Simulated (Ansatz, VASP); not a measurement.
**Two plane-wave programs on MnHg**

```xyz
2
Lattice="3.3150 0.0000 0.0000 0.0000 3.3150 0.0000 0.0000 0.0000 3.3150" Properties=species:S:1:pos:R:3 pbc="T T T"
Mn    1.6575    1.6575    1.6575
Hg    0.0000    0.0000    0.0000
```

Alike in both runs: task single point; functional PBE; k mesh 2 × 2 × 2; occupations gaussian, width 0.1 eV; collinear spin.

|  | VASP | Ansatz |
| --- | --- | --- |
| version | VASP 6.6.1 | Ansatz 0.2.0 |
| potentials or method | VASP PAW PBE potentials, release 64 (Mn_sv, Hg_sv_GW), cutoff 680 eV | scalar-relativistic, plane waves, PAW |
| valence electrons in the cell | 35 | 35 |

```tsv
	VASP	Ansatz	Ansatz less VASP
pressure (GPa)	-2.6	-2.1	+0.43
net moment per atom (μB)	2.12	2.12	0.000
size of the moment on the site where the two differ most (μB)	3.95	4.22	+0.264
```

Site moments also hang on the region over which each program counts them.

The k mesh is coarse, so the values compare programs but aren't converged. Spin-orbit coupling is off throughout.
